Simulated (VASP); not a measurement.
# InP (I4/mmm) in VASP: single point with PBE

Aim: the single point of InP with PBE.

Everything below comes from runs of VASP 6.6.1. Logs are shortened: lines on timing, memory, paths and dates and some standing lists are left out, and cuts for length are marked.

### 1 The cell of the first run

The structure is tetragonal, space group I4/mmm (No. 139). The conventional cell has a = 3.918 Å, b = 3.918 Å, c = 5.928 Å, α = 90.00°, β = 90.00°, γ = 90.00°. Within 3.7 Å of In (site symmetry 4/mmm) lie 6 P at 2.77 to 2.96 Å. Within 3.7 Å of P (site symmetry 4/mmm) lie 6 In at 2.77 to 2.96 Å.

### 2 Single point, PBE (the cell strained)

Input file INCAR:

```
SYSTEM = InP
PREC     = Accurate       ! precision mode
ENCUT    = 520            ! plane-wave cutoff, eV
EDIFF    = 1E-6           ! SCF threshold, eV
ISMEAR   = 0              ! smearing method
SIGMA    = 0.15           ! smearing width, eV
LREAL    = .False.        ! projectors in reciprocal space
LASPH    = .True.         ! aspherical terms in the spheres
NELM     = 60             ! most SCF steps
ALGO     = Normal         ! electronic algorithm
ISIF     = 2              ! what is computed and relaxed
LWAVE    = .False.        ! write WAVECAR
LCHARG   = .False.        ! write CHGCAR
GGA      = PE             ! functional
NBANDS   = 16             ! bands
```

Input file KPOINTS:

```
Automatic mesh
0
Gamma
  14 14 14
  0 0 0
```

Input file POSCAR:

```
InP
1.0
    0.0000000000      2.7701982124      2.7701982124
    2.9641120873      0.0000000000      2.7701982124
    2.9641120873      2.7701982124      0.0000000000
In P
1 1
Direct
    0.0000000000      0.0000000000      0.0000000000
    0.5000000000      0.5000000000      0.5000000000
```

Potentials or basis: VASP PAW PBE potentials, release 64 (In_d, P).

Run with:

```console
$ cat potpaw_PBE.64/In_d/POTCAR potpaw_PBE.64/P/POTCAR > POTCAR
$ mpirun -np 1 vasp_std > vasp.out
```

OUTCAR:

```text
SYSTEM = InP
   PREC = Accurate
   ENCUT = 520
   EDIFF = 1E-6
   ISMEAR = 0
   LREAL = .False.
   LASPH = .True.
   NELM = 60
   ISIF = 2
   GGA = PE

 ion  position               nearest neighbor table
   1  0.000  0.000  0.000-   2 2.77   2 2.77   2 2.77   2 2.77   2 2.96   2 2.96
   2  0.500  0.500  0.500-   1 2.77   1 2.77   1 2.77   1 2.77   1 2.96   1 2.96

  LATTYP: Found a body centered tetragonal cell.
 ALAT       =     3.9176518824
 C/A-ratio  =     1.5132085118

  Lattice vectors:

 A1 = (   2.9641120873,   0.0000000000,   2.7701982124)
 A2 = (   2.9641120873,   0.0000000000,  -2.7701982124)
 A3 = (  -2.9641120873,   2.7701982124,   0.0000000000)

Analysis of symmetry for initial positions (statically):
=====================================================================
 Subroutine PRICEL returns:
 Original cell was already a primitive cell.

 Routine SETGRP: Setting up the symmetry group for a
 body centered tetragonal supercell.

 Subroutine GETGRP returns: Found 16 space group operations
 (whereof 16 operations were pure point group operations)
 out of a pool of 16 trial point group operations.

The static configuration has the point symmetry D_4h.

Analysis of symmetry for dynamics (positions and initial velocities):
=====================================================================
 Subroutine PRICEL returns:
 Original cell was already a primitive cell.

 Routine SETGRP: Setting up the symmetry group for a
 body centered tetragonal supercell.

 Subroutine GETGRP returns: Found 16 space group operations
 (whereof 16 operations were pure point group operations)
 out of a pool of 16 trial point group operations.

The dynamic configuration has the point symmetry D_4h.

 Subroutine INISYM returns: Found 16 space group operations
 (whereof 16 operations are pure point group operations),
 and found     1 'primitive' translations

----------------------------------------------------------------------------------------

                                     Primitive cell

  volume of cell :      45.4932

  direct lattice vectors                    reciprocal lattice vectors
     0.000000000  2.770198212  2.770198212    -0.168684579  0.180492500  0.180492500
     2.964112087  0.000000000  2.770198212     0.168684579 -0.180492500  0.180492500
     2.964112087  2.770198212  0.000000000     0.168684579  0.180492500 -0.180492500

  length of vectors
     3.917651882  4.057087453  4.057087453     0.305956814  0.305956814  0.305956814

  position of ions in fractional coordinates (direct lattice)
     0.000000000  0.000000000  0.000000000
     0.500000000  0.500000000  0.500000000

  ion indices of the primitive-cell ions
   primitive index   ion index
                 1           1
                 2           2

----------------------------------------------------------------------------------------

 KPOINTS: Automatic mesh

Automatic generation of k-mesh.
 Grid dimensions read from file:
 generate k-points for:   14   14   14

 Generating k-lattice:

  Cartesian coordinates                     Fractional coordinates (reciprocal lattice)
    -0.012048899  0.012892321  0.012892321     0.071428571 -0.000000000 -0.000000000
     0.012048899 -0.012892321  0.012892321     0.000000000  0.071428571  0.000000000
     0.012048899  0.012892321 -0.012892321     0.000000000  0.000000000  0.071428571

  Length of vectors
     0.021854058  0.021854058  0.021854058

  Shift w.r.t. Gamma in fractional coordinates (k-lattice)
     0.000000000  0.000000000  0.000000000

 Subroutine IBZKPT returns following result:
 ===========================================

 Found    244 irreducible k-points:

 Following reciprocal coordinates:
            Coordinates               Weight
  0.000000  0.000000  0.000000      1.000000
  0.071429  0.000000  0.000000      8.000000
  0.142857  0.000000  0.000000      8.000000
  0.214286  0.000000  0.000000      8.000000
  0.285714  0.000000  0.000000      8.000000
  0.357143  0.000000  0.000000      8.000000
[... 16 lines left out ...]
  0.214286  0.142857  0.000000     16.000000
  0.285714  0.142857  0.000000     16.000000
 [... further k-points ...]
   k-points           NKPTS =    244   k-points in BZ     NKDIM =    244   number of bands    NBANDS=     16
   number of dos      NEDOS =    301   number of ions     NIONS =      2
   total plane-waves  NPLWV =  27000
   dimension x,y,z NGX =    30 NGY =   30 NGZ =   30
   dimension x,y,z NGXF=    60 NGYF=   60 NGZF=   60
   ions per type =               1   1
   NGX,Y,Z   is equivalent  to a cutoff of  12.73, 12.29, 12.29 a.u.
   NGXF,Y,Z  is equivalent  to a cutoff of  25.46, 24.59, 24.59 a.u.
 SYSTEM =  InP
   PREC   = accura    normal or accurate (medium, high low for compatibility)
   ISTART =      0    job   : 0-new  1-cont  2-samecut
   ICHARG =      2    charge: 1-file 2-atom 10-const
   ISPIN  =      1    spin polarized calculation?
   LNONCOLLINEAR =      F non collinear calculations
   LSORBIT =      F    spin-orbit coupling
   LASPH  =      T    aspherical Exc in radial PAW
   ENCUT  =  520.0 eV  38.22 Ry    6.18 a.u.   7.28  7.54  7.54*2*pi/ulx,y,z
   NELM   =     60;   NELMIN=  2; NELMDL= -5     # of ELM steps
   EDIFF  = 0.1E-05   stopping-criterion for ELM
   LREAL  =      F    real-space projection
   EDIFFG = 0.1E-04   stopping-criterion for IOM
   NSW    =      0    number of steps for IOM
   IBRION =     -1    ionic relax: 0-MD 1-quasi-New 2-CG
   NFREE  =      0    steps in history (QN), initial steepest desc. (CG)
   ISIF   =      2    stress and relaxation
   ISYM   =      2    0-nonsym 1-usesym 2-fastsym
   POTIM  = 0.5000    time-step for ionic-motion
   TEBEG  =    0.0;   TEEND  =   0.0 temperature during run
   PSTRESS=    0.0 pullay stress
   NELECT =      18.0000    total number of electrons
   NUPDOWN=      -1.0000    fix difference up-down
   EMIN   =  10.00;   EMAX   =-10.00  energy-range for DOS
   EFERMI =   0.00;   METHOD = LEGACY
   ISMEAR =     0;   SIGMA  =   0.15  broadening in eV -4-tet -1-fermi 0-gaus
   EFERMI_NEDOS =   21; number of points for ismear=-14 and -15
   IALGO  =     38    algorithm
   IMIX   =      4    mixing-type and parameters
     AMIX     =   0.40;   BMIX     =  1.00
     AMIX_MAG =   1.60;   BMIX_MAG =  1.00
  volume/ion in A,a.u.               =      22.75       153.50
  Fermi-wavevector in a.u.,A,eV,Ry     =   1.201850  2.271167 19.652842  1.444443
  Thomas-Fermi vector in A             =   2.337647
   LORBIT       =      0    0 simple, 1 ext, 2 COOP (PROOUT), +10 PAW based schemes
   GGA     = PE    functional components
   LHFCALC =     F    Hartree Fock is set to
   AEXX    =    0.0000 exact exchange contribution
   IVDW    =     0    specifies the selected vdW correction
   LEPSILON=     F    determine dielectric tensor
   LRPA    =     F    only Hartree local field effects (RPA)
 non-spin polarized calculation
 Gauss-broadening in eV      SIGMA  =   0.15
  energy-cutoff  :      520.00
  volume of cell :       45.49
 maximum number of plane-waves:      1244
 NGX is ok and might be reduce to    30
   NGX = 15   NGY = 15   NGZ = 15

 number of electron      17.9999993 magnetization

 Free energy of the ion-electron system (eV)
  ---------------------------------------------------
  ext. energy  EPLUGINS =         0.00000000
  ---------------------------------------------------
  free energy    TOTEN  =        -7.85203286 eV

  energy without entropy =       -7.83775451  energy(sigma->0) =       -7.84489369

 E-fermi :   6.2192     XC(G=0): -10.0742

 val. band max:        6.2142130754   @ k =   0.4286   0.2143   0.1429
 cond. band min:       6.2251479830   @ k =  -0.0714   0.0714  -0.0000
 fundamental gap:      0.0109349077
 Fermi energy:         6.2191969722

 k-point     1 :       0.0000    0.0000    0.0000
  band No.  band energies     occupation
      1      -7.9553      2.00000
      2      -7.9369      2.00000
      3      -7.9358      2.00000
      4      -7.9141      2.00000
      5      -7.9141      2.00000
      6      -5.3082      2.00000
[... 8 lines left out ...]
     15      14.9451      0.00000
     16      14.9659      0.00000

 k-point     2 :       0.0714    0.0000    0.0000
  band No.  band energies     occupation
      1      -7.9556      2.00000
      2      -7.9393      2.00000
      3      -7.9333      2.00000
      4      -7.9138      2.00000
      5      -7.9119      2.00000
      6      -5.2503      2.00000
[... 8 lines left out ...]
     15      14.3440      0.00000
     16      14.6988      0.00000

 k-point     3 :       0.1429    0.0000    0.0000
  band No.  band energies     occupation
      1      -7.9583      2.00000
      2      -7.9469      2.00000
      3      -7.9260      2.00000
      4      -7.9115      2.00000
      5      -7.9052      2.00000
      6      -5.0785      2.00000
[... 8 lines left out ...]
     15      14.1425      0.00000
     16      14.4825      0.00000

 k-point     4 :       0.2143    0.0000    0.0000
  band No.  band energies     occupation
      1      -7.9641      2.00000
      2      -7.9585      2.00000
      3      -7.9221      2.00000
      4      -7.9002      2.00000
      5      -7.8948      2.00000
      6      -4.7998      2.00000
[... 8 lines left out ...]
     15      14.5674      0.00000
     16      14.5992      0.00000
[... 324 lines left out ...]
 k-point    22 :       0.1429    0.1429    0.0000
  band No.  band energies     occupation
      1      -7.9654      2.00000
      2      -7.9407      2.00000
      3      -7.9227      2.00000
      4      -7.9146      2.00000
      5      -7.9021      2.00000
      6      -4.9827      2.00000
[... 8 lines left out ...]
     15      15.6002      0.00000
     16      15.6270      0.00000

 k-point    23 :       0.2143    0.1429    0.0000
  band No.  band energies     occupation
      1      -7.9831      2.00000
      2      -7.9393      2.00000
      3      -7.9259      2.00000
      4      -7.9011      2.00000
      5      -7.8946      2.00000
      6      -4.7608      2.00000
[... 8 lines left out ...]
     15      15.6451      0.00000
     16      16.2319      0.00000

 k-point    24 :       0.2857    0.1429    0.0000
  band No.  band energies     occupation
      1      -8.0018      2.00000
      2      -7.9441      2.00000
      3      -7.9269      2.00000
      4      -7.8896      2.00000
      5      -7.8797      2.00000
      6      -4.4369      2.00000
[... 8 lines left out ...]
     15      16.1314      0.00000
     16      16.4157      0.00000

 [... further k-points ...]

------------------------ aborting loop because EDIFF is reached ----------------------------------------

  FORCE on cell =-STRESS in cart. coord.  units (eV):
  Direction    XX          YY          ZZ          XY          YZ          ZX
  --------------------------------------------------------------------------------------
  -------------------------------------------------------------------------------------
  Total       -1.8567991     -0.6642838     -0.6642838     -0.0000000      0.0000000      0.0000000
  in kB      -65.3926885    -23.3947245    -23.3947245     -0.0000000      0.0000000      0.0000000
  external PRESSURE =     -37.3940459 kB  Pullay stress =       0.0000000 kB

 VOLUME and BASIS-vectors are now :
 -----------------------------------------------------------------------------
  energy-cutoff  :      520.00
  volume of cell :       45.49
      direct lattice vectors                 reciprocal lattice vectors
     0.000000000  2.770198212  2.770198212    -0.168684579  0.180492500  0.180492500
     2.964112087  0.000000000  2.770198212     0.168684579 -0.180492500  0.180492500
     2.964112087  2.770198212  0.000000000     0.168684579  0.180492500 -0.180492500

 POSITION                                       TOTAL-FORCE (eV/Angst)
 -----------------------------------------------------------------------------------
      0.00000      0.00000      0.00000        -0.000000     -0.000000     -0.000000
      2.96411      2.77020      2.77020         0.000000      0.000000      0.000000
 -----------------------------------------------------------------------------------
    total drift:                               -0.000000      0.000000      0.000000

  FREE ENERGIE OF THE ION-ELECTRON SYSTEM (eV)
  ---------------------------------------------------
  free  energy   TOTEN  =        -7.8520328604 eV

  energy  without entropy=       -7.8377545149  energy(sigma->0) =       -7.84489369
```

Run time: 85 s. Hardware: 1 thread of Intel Xeon Platinum 8488C (Sapphire Rapids), shared host; peak memory 0.3 GiB.

Results:

- Free energy: -7.8520 eV
- Pressure: -3.7 GPa
- Band gap on the k mesh: zero (bands 9 and 10 overlap by 2.31 eV)

Stress tensor (GPa, compression positive):
```
-6.54  0.00  0.00
 0.00 -2.34  0.00
 0.00  0.00 -2.34
```

Levels at points of the mesh, in eV from the Fermi level:
| k point | band 7 | band 8 | band 9 | band 10 | band 11 | band 12 |
| --- | --- | --- | --- | --- | --- | --- |
| (0.00, 0.00, 0.00) | -0.43 | -0.43 | 0.03 | 0.12 | 6.79 | 6.90 |
| (0.50, 0.00, 0.00) | -6.30 | -0.04 | 0.27 | 2.30 | 3.36 | 3.67 |
| (0.50, 0.50, 0.00) | -4.55 | -2.74 | -2.57 | -1.82 | 3.91 | 8.26 |
| (0.00, 0.50, 0.50) | -4.50 | -2.12 | -1.95 | -1.95 | 4.17 | 9.10 |

Caveat: the cell differs from its parent crystal (the cell strained); the cell stands under tension; spin-orbit coupling is left out, which moves the levels of the heavy elements.
